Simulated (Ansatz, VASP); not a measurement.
**Two plane-wave programs on InP**

The input INCAR:

```
PREC = Accurate
ENCUT = 520
EDIFF = 1E-7
ISMEAR = -1
SIGMA = 0.05
LREAL = False
LASPH = True
NELM = 60
ALGO = Normal
ISIF = 2
LWAVE = False
LCHARG = False
GGA = B5
ALDAX = 1.0
AGGAX = 1.0
AGGAC = 1.0
ALDAC = 0.0
NBANDS = 16
```

File KPOINTS:

```
regular mesh
0
Gamma
  5 5 5
```

Contents of POSCAR:

```
InP
1.0
    0.0000000000      2.9305000000      2.9305000000
    2.9305000000      0.0000000000      2.9305000000
    2.9305000000      2.9305000000      0.0000000000
In P
1 1
Direct
    0.0000000000      0.0000000000      0.0000000000
    0.7500000000      0.7500000000      0.7500000000
```

File input.yaml:

```yaml
crystal:
  lattice:
    - [0.0, 2.9305, 2.9305]
    - [2.9305, 0.0, 2.9305]
    - [2.9305, 2.9305, 0.0]
  atoms:
    - { symbol: In, position: [0.0, 0.0, 0.0] }
    - { symbol: P, position: [0.75, 0.75, 0.75] }
hamiltonian:
  xc: blyp
  pseudopotentials: { kind: paw }
kpoints:
  mp_grid: { grid: [5, 5, 5] }
  band_path:
    path:
      - [[0.0, 0.0, 0.0], [0.5, 0.0, 0.5], [0.5, 0.25, 0.75], [0.375, 0.375, 0.75], [0.0, 0.0, 0.0], [0.5, 0.5, 0.5], [0.625, 0.25, 0.625], [0.5, 0.25, 0.75], [0.5, 0.5, 0.5], [0.375, 0.375, 0.75]]
      - [[0.625, 0.25, 0.625], [0.5, 0.0, 0.5]]
    npoints: 14
scf:
  occupations: { method: fermi_dirac, width: 0.05 }
  n_extra_bands: 6
output:
  forces: true
  stress: true
  eigenvalues: true
  fatbands: false
```

Alike in both runs: functional BLYP; k mesh 5 × 5 × 5; occupations fermi-dirac, width 0.05 eV; no spin polarisation.

|  | VASP | Ansatz |
| --- | --- | --- |
| version | VASP 6.6.1 | Ansatz 0.2.0 |
| potentials or method | VASP PAW PBE potentials, release 64 (In_d, P) | Ansatz PAW |
| plane-wave cutoff (eV) | 520 | 420 |
| valence electrons in the cell | 18 | 18 |
| task | single point | band structure |

|  | VASP | Ansatz | Ansatz less VASP |
| --- | --- | --- | --- |
| gap on the k mesh at the Fermi level (eV) | 0.62 | 0.59 | -0.028 |
| least direct gap on the mesh (eV) | 0.62 | 0.59 | -0.028 |
| pressure (GPa) | 6.8 | 6.8 | -0.03 |

VASP's potentials were made for PBE, not for BLYP.
